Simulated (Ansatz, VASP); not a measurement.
## Zr: VASP beside Ansatz

File POSCAR:

```
Zr
1.0
   -2.2250192287      1.8327665987      1.8327665987
    1.8327665987     -2.2250192287      1.8327665987
    1.8327665987      1.8327665987     -2.2250192287
Zr
1
Direct
    0.0000000000      0.0000000000      0.0000000000
```

Contents of INCAR.step1:

```
SYSTEM = Zr
ALGO = Normal ; EDIFF = 1E-4
ENCUT = 520 ; GGA = PE
ISMEAR = 0 ; LASPH = .TRUE.
LCHARG = .FALSE. ; LREAL = .FALSE.
LWAVE = .TRUE. ; NBANDS = 12
NELM = 60 ; PREC = Accurate
SIGMA = 0.15
```

INCAR.step2

```
SYSTEM = Zr
ALGO = Normal ; EDIFF = 1E-6
ENCUT = 520 ; ISIF = 2
ISMEAR = 0 ; ISTART = 1
LASPH = .TRUE. ; LCHARG = .FALSE.
LMIXTAU = .TRUE. ; LREAL = .FALSE.
LWAVE = .FALSE. ; METAGGA = R2SCAN
NBANDS = 12 ; NELM = 60
PREC = Accurate ; SIGMA = 0.15
```

KPOINTS

```
k-points
0
G
  20 20 20
  0 0 0
```

Input for Ansatz:

```yaml
crystal:
  lattice:
    - [-2.2250192287, 1.8327665987, 1.8327665987]
    - [1.8327665987, -2.2250192287, 1.8327665987]
    - [1.8327665987, 1.8327665987, -2.2250192287]
  atoms:
    - { symbol: Zr, position: [0.0, 0.0, 0.0] }
basis:
  ecutwfc: 500
kpoints:
  mp_grid: { grid: [20, 20, 20] }
hamiltonian:
  xc: r2scan
scf:
  occupations: { method: gaussian, width: 0.15 }
output:
  forces: true
  stress: true
  eigenvalues: true
```

Alike in both runs: task single point; functional r2SCAN; k mesh 20 × 20 × 20; occupations gaussian, width 0.15 eV; no spin polarisation.

|  | VASP | Ansatz |
| --- | --- | --- |
| version | VASP 6.6.1 | Ansatz 0.2.0 |
| potentials or method | VASP PAW PBE potentials, release 64 (Zr_sv), cutoff 520 eV | scalar-relativistic, plane waves, PAW |
| valence electrons in the cell | 12 | 12 |

VASP gave:

| Quantity | Value |
| --- | --- |
| gap on the k mesh at the Fermi level (eV) | none |
| pressure (GPa) | 1.8 |
| traceless stress, the component that is largest in VASP (GPa) | 11.85 |

**Question.** Which values does Ansatz return?

**Answer.** gap on the k mesh at the Fermi level (eV): none; pressure (GPa): 1.6; traceless stress, the component that is largest in VASP (GPa): 11.64.

VASP's potentials were made for PBE, not for r2SCAN. A gap of «none» marks a metal or a gap that the smearing closes.
